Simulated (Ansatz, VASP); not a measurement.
Mg: VASP beside Ansatz

```xyz
1
Lattice="0.0000 2.2551 2.2551 2.2551 0.0000 2.2551 2.2551 2.2551 0.0000" Properties=species:S:1:pos:R:3 pbc="T T T"
Mg    0.0000    0.0000    0.0000
```

Alike in both runs: task relaxation of cell and atoms; functional PBE; k mesh 15 × 15 × 15; occupations fermi-dirac, width 0.1 eV; no spin polarisation.

|  | VASP | Ansatz |
| --- | --- | --- |
| version | VASP 6.6.1 | Ansatz 0.2.0 |
| potentials or method | VASP PAW PBE potentials, release 64 (Mg) | PAW with Ansatz's default frozen-core files, scalar-relativistic |
| plane-wave cutoff (eV) | 600 | 420 |
| valence electrons in the cell | 2 | 10 |

```csv
,VASP,Ansatz,Ansatz less VASP
relaxed volume (Å³/atom),23.06,23.14,+0.076
relaxed length of the cell vector where the two differ most in proportion (Å),3.195,3.198,+0.0035
```

VASP's potentials hold 2 valence electrons a cell and Ansatz's 10, so a difference there can come from the potentials and not from the codes.
